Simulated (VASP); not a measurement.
# Zn (P6_3/mmc) in VASP: a series of runs

Runs on Zn. Level: PBEsol. Tasks: single point.

Everything below comes from runs of VASP 6.6.1. Logs are shortened: lines on timing, memory, paths and dates and some standing lists are left out, and cuts for length are marked.

## (1) The cell of the first run

Symmetry: P6_3/mmc, No. 194, hexagonal system. Conventional cell: a = 2.609 Å, b = 2.609 Å, c = 4.800 Å, α = 90.00°, β = 90.00°, γ = 120.00°. Within 3.4 Å of Zn (site symmetry -6m2) lie 12 Zn at 2.61 to 2.83 Å.

## (2) Single point, PBEsol

INCAR

```
SYSTEM = Zn
PREC = Accurate
ENCUT = 520
EDIFF = 1E-6
ISMEAR = -1
SIGMA = 0.1
LREAL = .False.
LASPH = .True.
NELM = 80
ALGO = Normal
ISIF = 2
LWAVE = .False.
LCHARG = .True.
GGA = PS
LELF = .True.
LVHAR = .True.
NBANDS = 19
```

KPOINTS

```
regular mesh
0
Gamma
  23 23 11
  0 0 0
```

POSCAR

```
Zn
1.0
    2.6094758735      0.0000000000      0.0000000000
   -1.3047379368      2.2598723971      0.0000000000
    0.0000000000      0.0000000000      4.8000909814
Zn
2
Direct
    0.3333333333      0.6666666667      0.2500000000
    0.6666666667      0.3333333333      0.7500000000
```

Potentials or basis: VASP PAW PBE potentials, release 64 (Zn).

Launch:

```bash
$ cat potpaw_PBE.64/Zn/POTCAR > POTCAR
$ mpirun -np 1 vasp_std > vasp.out
```

OUTCAR:

```text
SYSTEM = Zn
   PREC = Accurate
   ENCUT = 520
   EDIFF = 1E-6
   ISMEAR = -1
   LREAL = .False.
   LASPH = .True.
   NELM = 80
   ISIF = 2
   GGA = PS

 ion  position               nearest neighbor table
   1  0.333  0.667  0.250-   2 2.83   2 2.83   2 2.83   2 2.83   2 2.83   2 2.83
   2  0.667  0.333  0.750-   1 2.83   1 2.83   1 2.83   1 2.83   1 2.83   1 2.83

  LATTYP: Found a hexagonal cell.
 ALAT       =     2.6094758735
 C/A-ratio  =     1.8394847142

  Lattice vectors:

 A1 = (   2.6094758735,   0.0000000000,   0.0000000000)
 A2 = (  -1.3047379368,   2.2598723971,   0.0000000000)
 A3 = (   0.0000000000,   0.0000000000,   4.8000909814)

Analysis of symmetry for initial positions (statically):
=====================================================================
 Subroutine PRICEL returns:
 Original cell was already a primitive cell.

 Routine SETGRP: Setting up the symmetry group for a
 hexagonal supercell.

 Subroutine GETGRP returns: Found 24 space group operations
 (whereof 12 operations were pure point group operations)
 out of a pool of 24 trial point group operations.

The static configuration has the point symmetry D_3d.
 The point group associated with its full space group is D_6h.

Analysis of symmetry for dynamics (positions and initial velocities):
=====================================================================
 Subroutine PRICEL returns:
 Original cell was already a primitive cell.

 Routine SETGRP: Setting up the symmetry group for a
 hexagonal supercell.

 Subroutine GETGRP returns: Found 24 space group operations
 (whereof 12 operations were pure point group operations)
 out of a pool of 24 trial point group operations.

The dynamic configuration has the point symmetry D_3d.
 The point group associated with its full space group is D_6h.

 Subroutine INISYM returns: Found 24 space group operations
 (whereof 12 operations are pure point group operations),
 and found     1 'primitive' translations

----------------------------------------------------------------------------------------

                                     Primitive cell

  volume of cell :      28.3065

  direct lattice vectors                    reciprocal lattice vectors
     2.609475874  0.000000000  0.000000000     0.383218718  0.221251430  0.000000000
    -1.304737937  2.259872397  0.000000000     0.000000000  0.442502860  0.000000000
     0.000000000  0.000000000  4.800090981     0.000000000  0.000000000  0.208329385

  length of vectors
     2.609475874  2.609475874  4.800090981     0.442502860  0.442502860  0.208329385

  position of ions in fractional coordinates (direct lattice)
     0.333333333  0.666666667  0.250000000
     0.666666667  0.333333333  0.750000000

  ion indices of the primitive-cell ions
   primitive index   ion index
                 1           1
                 2           2

----------------------------------------------------------------------------------------

 KPOINTS: regular mesh

Automatic generation of k-mesh.
 Grid dimensions read from file:
 generate k-points for:   23   23   11

 Generating k-lattice:

  Cartesian coordinates                     Fractional coordinates (reciprocal lattice)
     0.016661683  0.009619627  0.000000000     0.043478261  0.000000000  0.000000000
     0.000000000  0.019239255  0.000000000     0.000000000  0.043478261  0.000000000
     0.000000000  0.000000000  0.018939035     0.000000000  0.000000000  0.090909091

  Length of vectors
     0.019239255  0.019239255  0.018939035

  Shift w.r.t. Gamma in fractional coordinates (k-lattice)
     0.000000000  0.000000000  0.000000000

 Subroutine IBZKPT returns following result:
 ===========================================

 Found    336 irreducible k-points:

 Following reciprocal coordinates:
            Coordinates               Weight
  0.000000  0.000000  0.000000      1.000000
  0.043478  0.000000  0.000000      6.000000
  0.086957  0.000000  0.000000      6.000000
  0.130435  0.000000  0.000000      6.000000
  0.173913  0.000000  0.000000      6.000000
  0.217391  0.000000  0.000000      6.000000
[... 16 lines left out ...]
  0.478261  0.043478  0.000000      6.000000
  0.086957  0.086957  0.000000      6.000000
 [... further k-points ...]
   k-points           NKPTS =    336   k-points in BZ     NKDIM =    336   number of bands    NBANDS=     19
   number of dos      NEDOS =    301   number of ions     NIONS =      2
   total plane-waves  NPLWV =  14400
   dimension x,y,z NGX =    20 NGY =   20 NGZ =   36
   dimension x,y,z NGXF=    40 NGYF=   40 NGZF=   72
   ions per type =               2
   NGX,Y,Z   is equivalent  to a cutoff of  12.74, 12.74, 12.47 a.u.
   NGXF,Y,Z  is equivalent  to a cutoff of  25.48, 25.48, 24.94 a.u.
 SYSTEM =  Zn
   PREC   = accura    normal or accurate (medium, high low for compatibility)
   ISTART =      0    job   : 0-new  1-cont  2-samecut
   ICHARG =      2    charge: 1-file 2-atom 10-const
   ISPIN  =      1    spin polarized calculation?
   LNONCOLLINEAR =      F non collinear calculations
   LSORBIT =      F    spin-orbit coupling
   LASPH  =      T    aspherical Exc in radial PAW
   ENCUT  =  520.0 eV  38.22 Ry    6.18 a.u.   4.85  4.85  8.92*2*pi/ulx,y,z
   NELM   =     80;   NELMIN=  2; NELMDL= -5     # of ELM steps
   EDIFF  = 0.1E-05   stopping-criterion for ELM
   LREAL  =      F    real-space projection
   EDIFFG = 0.1E-04   stopping-criterion for IOM
   NSW    =      0    number of steps for IOM
   IBRION =     -1    ionic relax: 0-MD 1-quasi-New 2-CG
   NFREE  =      0    steps in history (QN), initial steepest desc. (CG)
   ISIF   =      2    stress and relaxation
   ISYM   =      2    0-nonsym 1-usesym 2-fastsym
   POTIM  = 0.5000    time-step for ionic-motion
   TEBEG  =    0.0;   TEEND  =   0.0 temperature during run
   PSTRESS=    0.0 pullay stress
   NELECT =      24.0000    total number of electrons
   NUPDOWN=      -1.0000    fix difference up-down
   EMIN   =  10.00;   EMAX   =-10.00  energy-range for DOS
   EFERMI =   0.00;   METHOD = LEGACY
   ISMEAR =    -1;   SIGMA  =   0.10  broadening in eV -4-tet -1-fermi 0-gaus
   EFERMI_NEDOS =   21; number of points for ismear=-14 and -15
   IALGO  =     38    algorithm
   IMIX   =      4    mixing-type and parameters
     AMIX     =   0.40;   BMIX     =  1.00
     AMIX_MAG =   1.60;   BMIX_MAG =  1.00
  volume/ion in A,a.u.               =      14.15        95.51
  Fermi-wavevector in a.u.,A,eV,Ry     =   1.549469  2.928073 32.665624  2.400856
  Thomas-Fermi vector in A             =   2.654272
   LORBIT       =      0    0 simple, 1 ext, 2 COOP (PROOUT), +10 PAW based schemes
   GGA     = PS    functional components
   LHFCALC =     F    Hartree Fock is set to
   AEXX    =    0.0000 exact exchange contribution
   IVDW    =     0    specifies the selected vdW correction
   LEPSILON=     F    determine dielectric tensor
   LRPA    =     F    only Hartree local field effects (RPA)
 non-spin polarized calculation
  energy-cutoff  :      520.00
  volume of cell :       28.31
 maximum number of plane-waves:       781
 NGX is ok and might be reduce to    20
   NGX =  9   NGY =  9   NGZ = 17

 number of electron      24.0000031 magnetization

 Free energy of the ion-electron system (eV)
  ---------------------------------------------------
  ext. energy  EPLUGINS =         0.00000000
  ---------------------------------------------------
  free energy    TOTEN  =        -3.17530227 eV

  energy without entropy =       -3.16136649  energy(sigma->0) =       -3.16833438

 E-fermi :   3.4691     XC(G=0): -12.0858

 val. band max:        3.4638528846   @ k =   0.3478   0.3043   0.2727
 cond. band min:       3.4824686962   @ k =   0.3478   0.3043   0.2727
 fundamental gap:      0.0186158117
 Fermi energy:         3.4690830662

 k-point     1 :       0.0000    0.0000    0.0000
  band No.  band energies     occupation
      1      -7.5364      2.00000
      2      -5.4465      2.00000
      3      -4.6254      2.00000
      4      -4.3755      2.00000
      5      -4.3755      2.00000
      6      -4.3146      2.00000
[... 11 lines left out ...]
     18      23.2366      0.00000
     19      23.3074      0.00000

 k-point     2 :       0.0435    0.0000    0.0000
  band No.  band energies     occupation
      1      -7.4778      2.00000
      2      -5.4191      2.00000
      3      -4.6190      2.00000
      4      -4.3818      2.00000
      5      -4.3606      2.00000
      6      -4.3218      2.00000
[... 11 lines left out ...]
     18      22.5305      0.00000
     19      24.0028      0.00000

 k-point     3 :       0.0870    0.0000    0.0000
  band No.  band energies     occupation
      1      -7.3031      2.00000
      2      -5.3410      2.00000
      3      -4.6029      2.00000
      4      -4.3975      2.00000
      5      -4.3400      2.00000
      6      -4.3169      2.00000
[... 11 lines left out ...]
     18      22.1397      0.00000
     19      24.3617      0.00000

 k-point     4 :       0.1304    0.0000    0.0000
  band No.  band energies     occupation
      1      -7.0168      2.00000
      2      -5.2260      2.00000
      3      -4.5874      2.00000
      4      -4.4170      2.00000
      5      -4.3512      2.00000
      6      -4.2468      2.00000
[... 11 lines left out ...]
     18      21.4314      0.00000
     19      22.8830      0.00000

 k-point     5 :       0.1739    0.0000    0.0000
  band No.  band energies     occupation
      1      -6.6292      2.00000
      2      -5.1013      2.00000
      3      -4.5782      2.00000
      4      -4.4449      2.00000
      5      -4.3161      2.00000
      6      -4.2655      2.00000
[... 11 lines left out ...]
     18      20.2834      0.00000
     19      21.0225      0.00000
[... 334 lines left out ...]
      2      -5.0902      2.00000
      3      -4.9038      2.00000
      4      -4.3543      2.00000
      5      -4.2583      2.00000
      6      -4.2107      2.00000
[... 11 lines left out ...]
     18      19.2180      0.00000
     19      19.4526      0.00000

 k-point    22 :       0.4348    0.0435    0.0000
  band No.  band energies     occupation
      1      -5.1944      2.00000
      2      -5.1044      2.00000
      3      -4.9405      2.00000
      4      -4.3773      2.00000
      5      -4.2261      2.00000
      6      -4.2227      2.00000
[... 11 lines left out ...]
     18      19.1042      0.00000
     19      19.2336      0.00000

 k-point    23 :       0.4783    0.0435    0.0000
  band No.  band energies     occupation
      1      -5.2025      2.00000
      2      -5.1097      2.00000
      3      -4.9527      2.00000
      4      -4.3851      2.00000
      5      -4.2313      2.00000
      6      -4.2105      2.00000
[... 11 lines left out ...]
     18      19.0669      0.00000
     19      19.1593      0.00000

 k-point    24 :       0.0870    0.0870    0.0000
  band No.  band energies     occupation
      1      -6.8475      2.00000
      2      -5.1607      2.00000
      3      -4.5878      2.00000
      4      -4.4122      2.00000
      5      -4.3911      2.00000
      6      -4.1960      2.00000
[... 11 lines left out ...]
     18      22.1811      0.00000
     19      22.8302      0.00000

 [... further k-points ...]
[... 5 lines left out ...]
  --------------------------------------------------------------------------------------
  -------------------------------------------------------------------------------------
  Total        0.1241937      0.1241937      0.0417713     -0.0000000      0.0000000      0.0000000
  in kB        7.0294834      7.0294834      2.3642938     -0.0000000      0.0000000      0.0000000
  external PRESSURE =       5.4744202 kB  Pullay stress =       0.0000000 kB

 VOLUME and BASIS-vectors are now :
 -----------------------------------------------------------------------------
  energy-cutoff  :      520.00
  volume of cell :       28.31
      direct lattice vectors                 reciprocal lattice vectors
     2.609475874  0.000000000  0.000000000     0.383218718  0.221251430  0.000000000
    -1.304737937  2.259872397  0.000000000     0.000000000  0.442502860  0.000000000
     0.000000000  0.000000000  4.800090981     0.000000000  0.000000000  0.208329385

 POSITION                                       TOTAL-FORCE (eV/Angst)
 -----------------------------------------------------------------------------------
     -0.00000      1.50658      1.20002        -0.000000      0.000000      0.000000
      1.30474      0.75329      3.60007         0.000000     -0.000000      0.000000
 -----------------------------------------------------------------------------------
    total drift:                                0.000000     -0.000000      0.000000

  FREE ENERGIE OF THE ION-ELECTRON SYSTEM (eV)
  ---------------------------------------------------
  free  energy   TOTEN  =        -3.1753022718 eV

  energy  without entropy=       -3.1613664861  energy(sigma->0) =       -3.16833438
```

Run time: 53 s. Hardware: 1 thread of Intel Xeon 6975P-C (Granite Rapids), shared host; peak memory 0.25 GiB.

What came out:

```
Free energy            : -3.1753 eV
Pressure               : 0.5 GPa
Band gap on the k mesh : zero (band 12 reaches 5.17 eV, above the bottom of band 13 at 0.60 eV)
```

Stress tensor (GPa, compression positive):
```
0.70 0.00 0.00
0.00 0.70 0.00
0.00 0.00 0.24
```

Levels at points of the mesh, in eV from the Fermi level:
| k point | band 8 | band 9 | band 10 | band 11 | band 12 | band 13 | band 14 | band 15 | band 16 | band 17 |
| --- | --- | --- | --- | --- | --- | --- | --- | --- | --- | --- |
| (0.00, 0.00, 0.00) | -7.42 | -7.42 | -7.17 | -7.17 | -3.98 | -2.87 | 14.59 | 18.17 | 18.17 | 18.25 |

Caveat: the PAW data sets were made with another functional, which shifts forces and pressure a little.

(Continued in part 2 of 2.)
